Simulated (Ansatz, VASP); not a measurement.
# Two plane-wave programs on TaW4

```
Ta W
1.0
    -3.24034    3.24034    2.04937
     3.24034   -3.24034    2.04937
     3.24034    3.24034   -2.04937
Ta W
1 4
Cartesian
  0.0000 0.0000 0.0000
  1.9442 0.6481 2.0494
  1.2961 2.5923 0.0000
  -0.6481 1.9442 2.0494
  3.8884 1.2961 0.0000
```

Alike in both runs: task relaxation of cell and atoms; functional PBE; k mesh 6 × 6 × 6; occupations gaussian, width 0.1 eV; no spin polarisation.

|  | VASP | Ansatz |
| --- | --- | --- |
| version | VASP 6.6.1 | Ansatz 0.2.0 |
| potentials or method | VASP PAW PBE potentials, release 64 (Ta_pv, W_sv), cutoff 600 eV | scalar-relativistic, plane waves, PAW |
| valence electrons in the cell | 67 | 69 |

```tsv
	VASP	Ansatz	Ansatz less VASP
gap on the k mesh at the Fermi level, each at its own relaxed structure (eV)	none	none	-
relaxed volume (Å³/atom)	16.91	16.92	+0.013
relaxed length of the cell vector where the two differ most in proportion (Å)	4.992	4.860	-0.1324
```

A gap of «none» marks a metal or a gap that the smearing closes. VASP's potentials hold 67 valence electrons a cell and Ansatz's 69, so a difference there can come from the potentials and not from the codes.

Spin-orbit coupling is off throughout.
